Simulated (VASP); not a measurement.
Runs of VASP 6.6.1 on CsCaBr3. The structure is that of space group Pm-3m (No. 221), or close to it. The cells are those of the table. 

```csv
cell,gap on the mesh (eV),pressure (GPa)
"a = 5.709, b = 5.537 Å, 5 atoms",4.16,(c)
"a = 5.709, b = 5.880 Å, 5 atoms",3.97,-2.4
"a = 5.709, b = 5.623 Å, 5 atoms",4.12,(a)
"a = 5.709, b = 5.794 Å, 5 atoms",4.03,(b)
```

Alike in all rows: task single point; level LDA; potentials or basis VASP PAW LDA potentials, release 64 (Cs_sv, Ca_sv, Br); no spin polarisation; k mesh 4 × 4 × 4; cutoff (eV) 520; smearing gaussian 0.05 eV.

Task: Estimate the missing entries.

Result: (a) -1.7; (b) -2.2; (c) -1.4.

Caveats: spin-orbit coupling is left out, which moves the levels of the heavy elements.

A k mesh can miss the band edges, and the runs leave out spin-orbit coupling on Br, Cs.
